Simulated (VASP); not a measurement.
Crystal: Te2As.

```
CELL_PARAMETERS angstrom
3.86817 0.00000 0.00000
0.00000 3.86817 0.00000
0.00000 0.00000 11.26870
ATOMIC_POSITIONS crystal
Te 0.50000 0.00000 0.75530
Te 0.00000 0.50000 0.24470
Te 0.50000 0.00000 0.07760
Te 0.00000 0.50000 0.92240
As 0.50000 0.00000 0.36650
As 0.00000 0.50000 0.63350
```

The cell was built from a structure type or drawn by symmetry, and may not be a known phase.

```yaml
Program: VASP 6.6.1
Task: relaxation of cell and atoms
Functional: PBE
Potentials_or_basis: VASP PAW PBE potentials, release 64 (Te, As)
Cutoff: 600 eV
k_mesh: 4 × 4 × 2
Occupations: gaussian, width 0.1 eV
Spin: no spin polarisation
```

At the start: pressure -0.5 GPa; volume 28.10 Å³/atom.

Question: How do energy, volume and symmetry change on relaxing?

Answer: Over 69 steps the energy falls by 425.8 meV/atom and the volume is 29.37 Å³/atom (+4.5 %); space group P4/nmm (No. 129, to 0.1 Å) before and after.

The path:
| step | energy change (eV) | largest force (eV/Å) | pressure (GPa) | volume (Å³) |
| --- | --- | --- | --- | --- |
| 1 | 0.0000 | 1.1910 | -0.50 | 168.61 |
| 3 | -0.4812 | 0.7045 | 3.48 | 160.03 |
| 5 | -0.5404 | 0.3876 | 4.66 | 158.57 |
| 7 | -0.7621 | 0.1998 | 2.48 | 168.11 |
| 9 | -0.8492 | 0.1619 | -0.89 | 176.16 |
| 11 | -0.8520 | 0.1271 | -0.42 | 174.85 |
| 13 | -0.8735 | 0.1736 | -0.11 | 172.90 |
| 15 | -1.0435 | 0.6705 | 2.49 | 163.78 |
| 17 | -1.2031 | 0.7082 | 4.60 | 157.66 |
| 19 | -1.2146 | 0.7534 | 5.92 | 154.82 |
| 21 | -1.2198 | 0.7535 | 6.14 | 154.43 |
| 23 | -1.2267 | 0.7463 | 6.39 | 153.99 |
| 25 | -1.2701 | 0.7409 | 5.91 | 154.88 |
| 27 | -1.4112 | 0.7125 | 4.13 | 158.45 |
| 29 | -1.5500 | 0.6698 | -0.85 | 173.12 |
| 31 | -1.5806 | 0.6756 | 0.12 | 169.48 |
| 33 | -1.6595 | 0.5975 | -0.49 | 171.71 |
| 35 | -1.7274 | 0.4346 | -0.73 | 173.65 |
| 37 | -1.7419 | 0.5863 | 3.10 | 165.00 |
| 39 | -1.8190 | 0.4357 | 0.91 | 170.02 |
| 41 | -1.8148 | 1.1001 | -1.05 | 179.95 |
| 43 | -1.9384 | 0.7918 | -0.61 | 175.41 |
| 45 | -2.0354 | 1.4156 | 1.30 | 179.35 |
| 47 | -2.1152 | 0.9785 | 0.56 | 178.45 |
| 49 | -2.2262 | 1.0203 | 0.62 | 182.03 |
| 51 | -2.3229 | 0.4842 | -0.66 | 185.23 |
| 53 | -2.4971 | 0.3152 | 0.46 | 178.63 |
| 55 | -2.5081 | 0.3646 | 0.84 | 176.79 |
| 57 | -2.5277 | 0.3148 | 0.03 | 176.99 |
| 59 | -2.5375 | 0.1966 | 0.09 | 177.15 |
| 61 | -2.5430 | 0.1155 | -0.16 | 177.77 |
| 63 | -2.5491 | 0.0917 | -0.39 | 177.97 |
| 65 | -2.5512 | 0.0975 | -0.06 | 176.68 |
| 67 | -2.5526 | 0.0609 | 0.02 | 176.38 |
| 69 | -2.5547 | 0.0142 | -0.03 | 176.19 |

Final structure:
```
CELL_PARAMETERS angstrom
4.23285 0.00000 0.00000
0.00000 4.23285 0.00000
0.00000 0.00000 9.83379
ATOMIC_POSITIONS crystal
Te 0.50000 0.00000 0.64507
Te 0.00000 0.50000 0.35493
Te 0.50000 0.00000 0.02928
Te 0.00000 0.50000 0.97072
As 0.50000 0.00000 0.35755
As 0.00000 0.50000 0.64245
```

Caveat: the k points lie up to 0.37 Å⁻¹ apart in the final cell.
